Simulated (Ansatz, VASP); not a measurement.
## One calculation of C, two programs

```
C
1.0
     5.03020    0.00000    0.00000
     0.00000    7.11378    0.00000
     0.00000    0.00000   26.25905
C
48
Direct
  0.25000 0.50000 0.30466
  0.25000 0.00000 0.30466
  0.75000 0.50000 0.30466
  0.75000 0.00000 0.30466
  0.50000 0.62500 0.30466
  0.50000 0.12500 0.30466
  0.00000 0.62500 0.30466
  0.00000 0.12500 0.30466
  0.50000 0.75000 0.35255
  0.50000 0.25000 0.35255
  0.00000 0.75000 0.35255
  0.00000 0.25000 0.35255
  0.75000 0.87500 0.35255
  0.75000 0.37500 0.35255
  0.25000 0.87500 0.35255
  0.25000 0.37500 0.35255
  0.75000 0.00000 0.40044
  0.75000 0.50000 0.40044
  0.25000 0.00000 0.40044
  0.25000 0.50000 0.40044
  0.00000 0.12500 0.40044
  0.00000 0.62500 0.40044
  0.50000 0.12500 0.40044
  0.50000 0.62500 0.40044
  0.00005 0.25054 0.44805
  0.00005 0.75063 0.44804
  0.49996 0.25030 0.44823
  0.50001 0.75049 0.44809
  0.25004 0.37436 0.44812
  0.25003 0.87455 0.44817
  0.75003 0.37428 0.44802
  0.74994 0.87431 0.44798
  0.25006 0.50486 0.49743
  0.25005 0.00453 0.49754
  0.75022 0.50456 0.49729
  0.74968 0.00476 0.49747
  0.50051 0.62058 0.49739
  0.49978 0.12101 0.49741
  0.99993 0.62081 0.49733
  0.00004 0.12025 0.49757
  0.50012 0.76353 0.53849
  0.49997 0.26357 0.53934
  0.00084 0.76391 0.53831
  0.00007 0.26529 0.53792
  0.74963 0.86000 0.53752
  0.74973 0.36064 0.53774
  0.24988 0.86005 0.53835
  0.25017 0.36025 0.53787
```

Alike in both runs: task single point; functional PBE; dispersion D3(BJ); k mesh 3 × 2 × 1; occupations gaussian, width 0.05 eV; no spin polarisation.

```csv
,VASP,Ansatz
version,VASP 6.6.1,Ansatz 0.2.0
potentials or method,"VASP PAW PBE potentials, release 64 (C), cutoff 520 eV","scalar-relativistic, plane waves, PAW"
valence electrons in the cell,192,192
```

VASP gave:

| Quantity | Value |
| --- | --- |
| gap on the k mesh at the Fermi level (eV) | none |
| rms of the force components (eV/Å) | 1.166 |

Task: What did Ansatz give for the same quantities?

Result: gap on the k mesh at the Fermi level (eV): none; rms of the force components (eV/Å): 1.170.

Atom by atom the forces differ by 0.011 eV/Å (rms over components). A gap of «none» marks a metal or a gap that the smearing closes.

The k mesh is coarse, so the values compare programs but aren't converged.
